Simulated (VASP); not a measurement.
# CaO (Fm-3m) in VASP: notebook

CaO is run at these levels: PBE, revPBE+D3(BJ); tasks: single point.

Everything below comes from runs of VASP 6.6.1. Logs are shortened: lines on timing, memory, paths and dates and some standing lists are left out, and cuts for length are marked.

### 1 The cell of the first run

The structure is cubic, space group Fm-3m (No. 225). The conventional cell has a = 4.807 Å, b = 4.807 Å, c = 4.807 Å, α = 90.00°, β = 90.00°, γ = 90.00°. Ca (site symmetry m-3m) has 6 O at 2.40 Å within 3.2 Å. Within 3.2 Å of O (site symmetry m-3m) lie 6 Ca at 2.40 Å.

### 2 Single point, PBE

Input file INCAR:

```
PREC = Accurate
ENCUT = 520
EDIFF = 1E-7
ISMEAR = 0
SIGMA = 0.025
LREAL = False
LASPH = True
NELM = 100
ALGO = Normal
ISIF = 2
LWAVE = False
LCHARG = False
GGA = PE
NBANDS = 15
```

Input file KPOINTS:

```
Automatic mesh
0
Gamma
  10 10 10
```

Input file POSCAR:

```
CaO
1.0
    0.0000000000      2.4035556960      2.4035556960
    2.4035556960      0.0000000000      2.4035556960
    2.4035556960      2.4035556960      0.0000000000
Ca O
1 1
Direct
    0.0000000000      0.0000000000      0.0000000000
    0.5000000000      0.5000000000      0.5000000000
```

Potentials or basis: VASP PAW PBE potentials, release 64 (Ca_sv, O).

Command:

```console
$ cat potpaw_PBE.64/Ca_sv/POTCAR potpaw_PBE.64/O/POTCAR > POTCAR
$ mpirun -np 1 vasp_std > vasp.out
```

OUTCAR:

```text
PREC = Accurate
   ENCUT = 520
   EDIFF = 1E-7
   ISMEAR = 0
   LREAL = False
   LASPH = True
   NELM = 100
   ISIF = 2
   GGA = PE

 ion  position               nearest neighbor table
   1  0.000  0.000  0.000-   2 2.40   2 2.40   2 2.40   2 2.40   2 2.40   2 2.40
   2  0.500  0.500  0.500-   1 2.40   1 2.40   1 2.40   1 2.40   1 2.40   1 2.40

  LATTYP: Found a face centered cubic cell.
 ALAT       =     4.8071113920

  Lattice vectors:

 A1 = (   0.0000000000,   2.4035556960,   2.4035556960)
 A2 = (   2.4035556960,   0.0000000000,   2.4035556960)
 A3 = (   2.4035556960,   2.4035556960,   0.0000000000)

Analysis of symmetry for initial positions (statically):
=====================================================================
 Subroutine PRICEL returns:
 Original cell was already a primitive cell.

 Routine SETGRP: Setting up the symmetry group for a
 face centered cubic supercell.

 Subroutine GETGRP returns: Found 48 space group operations
 (whereof 48 operations were pure point group operations)
 out of a pool of 48 trial point group operations.

The static configuration has the point symmetry O_h .

Analysis of symmetry for dynamics (positions and initial velocities):
=====================================================================
 Subroutine PRICEL returns:
 Original cell was already a primitive cell.

 Routine SETGRP: Setting up the symmetry group for a
 face centered cubic supercell.

 Subroutine GETGRP returns: Found 48 space group operations
 (whereof 48 operations were pure point group operations)
 out of a pool of 48 trial point group operations.

The dynamic configuration has the point symmetry O_h .

 Subroutine INISYM returns: Found 48 space group operations
 (whereof 48 operations are pure point group operations),
 and found     1 'primitive' translations

----------------------------------------------------------------------------------------

                                     Primitive cell

  volume of cell :      27.7711

  direct lattice vectors                    reciprocal lattice vectors
     0.000000000  2.403555696  2.403555696    -0.208025136  0.208025136  0.208025136
     2.403555696  0.000000000  2.403555696     0.208025136 -0.208025136  0.208025136
     2.403555696  2.403555696  0.000000000     0.208025136  0.208025136 -0.208025136

  length of vectors
     3.399141063  3.399141063  3.399141063     0.360310104  0.360310104  0.360310104

  position of ions in fractional coordinates (direct lattice)
     0.000000000  0.000000000  0.000000000
     0.500000000  0.500000000  0.500000000

  ion indices of the primitive-cell ions
   primitive index   ion index
                 1           1
                 2           2

----------------------------------------------------------------------------------------

 KPOINTS: Automatic mesh

Automatic generation of k-mesh.
 Grid dimensions read from file:
 generate k-points for:   10   10   10

 Generating k-lattice:

  Cartesian coordinates                     Fractional coordinates (reciprocal lattice)
    -0.020802514  0.020802514  0.020802514     0.100000000  0.000000000  0.000000000
     0.020802514 -0.020802514  0.020802514     0.000000000  0.100000000  0.000000000
     0.020802514  0.020802514 -0.020802514     0.000000000  0.000000000  0.100000000

  Length of vectors
     0.036031010  0.036031010  0.036031010

  Shift w.r.t. Gamma in fractional coordinates (k-lattice)
     0.000000000  0.000000000  0.000000000

 Subroutine IBZKPT returns following result:
 ===========================================

 Found     47 irreducible k-points:

 Following reciprocal coordinates:
            Coordinates               Weight
  0.000000  0.000000  0.000000      1.000000
  0.100000  0.000000  0.000000      8.000000
  0.200000  0.000000  0.000000      8.000000
  0.300000  0.000000  0.000000      8.000000
  0.400000  0.000000  0.000000      8.000000
  0.500000  0.000000  0.000000      4.000000
[... 16 lines left out ...]
  0.300000  0.300000  0.000000      6.000000
  0.400000  0.300000  0.000000     24.000000
 [... further k-points ...]
   k-points           NKPTS =     47   k-points in BZ     NKDIM =     47   number of bands    NBANDS=     15
   number of dos      NEDOS =    301   number of ions     NIONS =      2
   total plane-waves  NPLWV =  21952
   dimension x,y,z NGX =    28 NGY =   28 NGZ =   28
   dimension x,y,z NGXF=    56 NGYF=   56 NGZF=   56
   ions per type =               1   1
   NGX,Y,Z   is equivalent  to a cutoff of  13.69, 13.69, 13.69 a.u.
   NGXF,Y,Z  is equivalent  to a cutoff of  27.39, 27.39, 27.39 a.u.
 SYSTEM =  unknown system
   PREC   = accura    normal or accurate (medium, high low for compatibility)
   ISTART =      0    job   : 0-new  1-cont  2-samecut
   ICHARG =      2    charge: 1-file 2-atom 10-const
   ISPIN  =      1    spin polarized calculation?
   LNONCOLLINEAR =      F non collinear calculations
   LSORBIT =      F    spin-orbit coupling
   LASPH  =      T    aspherical Exc in radial PAW
   ENCUT  =  520.0 eV  38.22 Ry    6.18 a.u.   6.32  6.32  6.32*2*pi/ulx,y,z
   NELM   =    100;   NELMIN=  2; NELMDL= -5     # of ELM steps
   EDIFF  = 0.1E-06   stopping-criterion for ELM
   LREAL  =      F    real-space projection
   EDIFFG = 0.1E-05   stopping-criterion for IOM
   NSW    =      0    number of steps for IOM
   IBRION =     -1    ionic relax: 0-MD 1-quasi-New 2-CG
   NFREE  =      0    steps in history (QN), initial steepest desc. (CG)
   ISIF   =      2    stress and relaxation
   ISYM   =      2    0-nonsym 1-usesym 2-fastsym
   POTIM  = 0.5000    time-step for ionic-motion
   TEBEG  =    0.0;   TEEND  =   0.0 temperature during run
   PSTRESS=    0.0 pullay stress
   NELECT =      16.0000    total number of electrons
   NUPDOWN=      -1.0000    fix difference up-down
   EMIN   =  10.00;   EMAX   =-10.00  energy-range for DOS
   EFERMI =   0.00;   METHOD = LEGACY
   ISMEAR =     0;   SIGMA  =   0.03  broadening in eV -4-tet -1-fermi 0-gaus
   EFERMI_NEDOS =   21; number of points for ismear=-14 and -15
   IALGO  =     38    algorithm
   IMIX   =      4    mixing-type and parameters
     AMIX     =   0.40;   BMIX     =  1.00
     AMIX_MAG =   1.60;   BMIX_MAG =  1.00
  volume/ion in A,a.u.               =      13.89        93.70
  Fermi-wavevector in a.u.,A,eV,Ry     =   1.362231  2.574243 25.247954  1.855672
  Thomas-Fermi vector in A             =   2.488738
   LORBIT       =      0    0 simple, 1 ext, 2 COOP (PROOUT), +10 PAW based schemes
   GGA     = PE    functional components
   LHFCALC =     F    Hartree Fock is set to
   AEXX    =    0.0000 exact exchange contribution
   IVDW    =     0    specifies the selected vdW correction
   LEPSILON=     F    determine dielectric tensor
   LRPA    =     F    only Hartree local field effects (RPA)
 non-spin polarized calculation
 Gauss-broadening in eV      SIGMA  =   0.03
  energy-cutoff  :      520.00
  volume of cell :       27.77
 maximum number of plane-waves:       763
 NGX is ok and might be reduce to    28
   NGX = 13   NGY = 13   NGZ = 13

 number of electron      15.9999997 magnetization

 Free energy of the ion-electron system (eV)
  ---------------------------------------------------
  ext. energy  EPLUGINS =         0.00000000
  ---------------------------------------------------
  free energy    TOTEN  =       -12.80137717 eV

  energy without entropy =      -12.80137717  energy(sigma->0) =      -12.80137717

 E-fermi :   2.6163     XC(G=0): -10.4734

 val. band max:        2.3469328853   @ k =   0.0000   0.0000   0.0000
 cond. band min:       5.9829681159   @ k =   0.5000   0.5000   0.0000
 fundamental gap:      3.6360352307
 Fermi energy:         2.6163147767

 k-point     1 :       0.0000    0.0000    0.0000
  band No.  band energies     occupation
      1     -35.2911      2.00000
      2     -16.0553      2.00000
      3     -16.0553      2.00000
      4     -16.0553      2.00000
      5     -13.1844      2.00000
      6       2.3469      2.00000
      7       2.3469      2.00000
      8       2.3469      2.00000
      9       7.0567      0.00000
     10       8.5718      0.00000
     11       8.5718      0.00000
     12       8.5718      0.00000
     13      10.0747      0.00000
     14      10.0747      0.00000
     15      17.4165      0.00000

 k-point     2 :       0.1000    0.0000    0.0000
  band No.  band energies     occupation
      1     -35.2814      2.00000
      2     -16.1961      2.00000
      3     -16.0606      2.00000
      4     -16.0606      2.00000
      5     -13.0369      2.00000
      6       1.9863      2.00000
      7       2.2078      2.00000
      8       2.2078      2.00000
      9       7.5143      0.00000
     10       8.5387      0.00000
     11       8.7427      0.00000
     12       8.7427      0.00000
     13      10.3147      0.00000
     14      10.3147      0.00000
     15      17.8134      0.00000

 k-point     3 :       0.2000    0.0000    0.0000
  band No.  band energies     occupation
      1     -35.2559      2.00000
      2     -16.5153      2.00000
      3     -16.0741      2.00000
      4     -16.0741      2.00000
      5     -12.6990      2.00000
      6       1.2161      2.00000
      7       1.8742      2.00000
      8       1.8742      2.00000
      9       8.4467      0.00000
     10       8.6760      0.00000
     11       9.2147      0.00000
     12       9.2147      0.00000
     13      10.9369      0.00000
     14      10.9369      0.00000
     15      18.3852      0.00000

 k-point     4 :       0.3000    0.0000    0.0000
  band No.  band energies     occupation
      1     -35.2241      2.00000
      2     -16.8474      2.00000
      3     -16.0908      2.00000
      4     -16.0908      2.00000
      5     -12.3417      2.00000
      6       0.4456      2.00000
      7       1.5087      2.00000
      8       1.5087      2.00000
      9       8.7551      0.00000
     10       9.7544      0.00000
     11       9.8626      0.00000
     12       9.8626      0.00000
     13      11.7271      0.00000
     14      11.7271      0.00000
     15      17.8852      0.00000
[... 307 lines left out ...]
 k-point    22 :      -0.2000    0.2000    0.0000
  band No.  band energies     occupation
      1     -35.2135      2.00000
      2     -16.7886      2.00000
      3     -16.2314      2.00000
      4     -16.0808      2.00000
      5     -12.3654      2.00000
      6       0.4479      2.00000
      7       1.3580      2.00000
      8       1.7294      2.00000
      9       8.5045      0.00000
     10       9.5007      0.00000
     11       9.6759      0.00000
     12      10.4849      0.00000
     13      11.9743      0.00000
     14      12.2305      0.00000
     15      18.3188      0.00000

 k-point    23 :       0.3000    0.3000    0.0000
  band No.  band energies     occupation
      1     -35.2034      2.00000
      2     -16.6373      2.00000
      3     -16.2044      2.00000
      4     -16.2044      2.00000
      5     -12.6631      2.00000
      6       0.6086      2.00000
      7       2.0055      2.00000
      8       2.0055      2.00000
      9       6.6865      0.00000
     10       9.4128      0.00000
     11      10.8007      0.00000
     12      10.9155      0.00000
     13      10.9155      0.00000
     14      12.7548      0.00000
     15      19.5578      0.00000

 k-point    24 :       0.4000    0.3000    0.0000
  band No.  band energies     occupation
      1     -35.1835      2.00000
      2     -16.6988      2.00000
      3     -16.2543      2.00000
      4     -16.2272      2.00000
      5     -12.6657      2.00000
      6       0.6707      2.00000
      7       1.7934      2.00000
      8       1.8934      2.00000
      9       6.6523      0.00000
     10       9.9894      0.00000
     11      11.1212      0.00000
     12      11.2060      0.00000
     13      11.3436      0.00000
     14      13.1497      0.00000
     15      17.9186      0.00000

 [... further k-points ...]
[... 5 lines left out ...]
  --------------------------------------------------------------------------------------
  -------------------------------------------------------------------------------------
  Total        0.3816349      0.3816349      0.3816349      0.0000000      0.0000000      0.0000000
  in kB       22.0174020     22.0174020     22.0174020      0.0000000      0.0000000      0.0000000
  external PRESSURE =      22.0174020 kB  Pullay stress =       0.0000000 kB

 VOLUME and BASIS-vectors are now :
 -----------------------------------------------------------------------------
  energy-cutoff  :      520.00
  volume of cell :       27.77
      direct lattice vectors                 reciprocal lattice vectors
     0.000000000  2.403555696  2.403555696    -0.208025136  0.208025136  0.208025136
     2.403555696  0.000000000  2.403555696     0.208025136 -0.208025136  0.208025136
     2.403555696  2.403555696  0.000000000     0.208025136  0.208025136 -0.208025136

 POSITION                                       TOTAL-FORCE (eV/Angst)
 -----------------------------------------------------------------------------------
      0.00000      0.00000      0.00000        -0.000000     -0.000000     -0.000000
      2.40356      2.40356      2.40356         0.000000      0.000000      0.000000
 -----------------------------------------------------------------------------------
    total drift:                                0.000000      0.000000      0.000000

  FREE ENERGIE OF THE ION-ELECTRON SYSTEM (eV)
  ---------------------------------------------------
  free  energy   TOTEN  =       -12.8013771703 eV

  energy  without entropy=      -12.8013771703  energy(sigma->0) =      -12.80137717
```

Run time: 36 s. Hardware: 1 thread of AMD EPYC 7R13, shared host; peak memory 0.14 GiB.

Results:

* Free energy: -12.8014 eV
* Pressure: 2.2 GPa
* Band gap on the k mesh: 3.64 eV (least direct gap 4.01 eV)

A k mesh can miss the band edges.

### 3 Single point, revPBE+D3(BJ)

This run uses another cell than the first one, of 13.67 Å³/atom.

Input file INCAR:

```
PREC = Accurate
ENCUT = 520
EDIFF = 1E-7
ISMEAR = -1
SIGMA = 0.05
LREAL = F
LASPH = T
NELM = 100
ALGO = Normal
ISIF = 2
LWAVE = F
LCHARG = F
GGA = RE
IVDW = 12
NBANDS = 15
```

KPOINTS is that of step 2.

Input file POSCAR:

```
CaO
1.0
    0.0000000000      2.3908954716      2.3908954716
    2.3908954716      0.0000000000      2.3908954716
    2.3908954716      2.3908954716      0.0000000000
Ca O
1 1
Direct
    0.0000000000      0.0000000000      0.0000000000
    0.5000000000      0.5000000000      0.5000000000
```

Potentials or basis: VASP PAW PBE potentials, release 64 (Ca_sv, O).

Command:

```console
$ cat potpaw_PBE.64/Ca_sv/POTCAR potpaw_PBE.64/O/POTCAR > POTCAR
$ mpirun -np 1 vasp_std > vasp.out
```

Run time: 42 s. Hardware: 1 thread of AMD EPYC 7R13, shared host; peak memory 0.15 GiB.

It converged, with:

```
Free energy                : -13.1774 eV
Pressure                   : 0.7 GPa
Band gap on the k mesh     : 3.71 eV (least direct gap 4.08 eV)
Dispersion energy per atom : -0.516 eV
```

Levels at points of the mesh, in eV from the valence-band top:
```tsv
k point	band 5	band 6	band 7	band 8	band 9	band 10	band 11	band 12
(0.00, 0.00, 0.00)	-15.63	0.00	0.00	0.00	4.95	6.31	6.31	6.31
(0.50, 0.00, 0.00)	-14.39	-2.64	-1.23	-1.23	7.17	8.46	8.46	8.74
(0.50, 0.50, 0.00)	-15.40	-1.28	-0.37	-0.37	3.71	8.18	8.97	9.64
```

Caveat: the PAW data sets were made with another functional, which shifts forces and pressure a little.
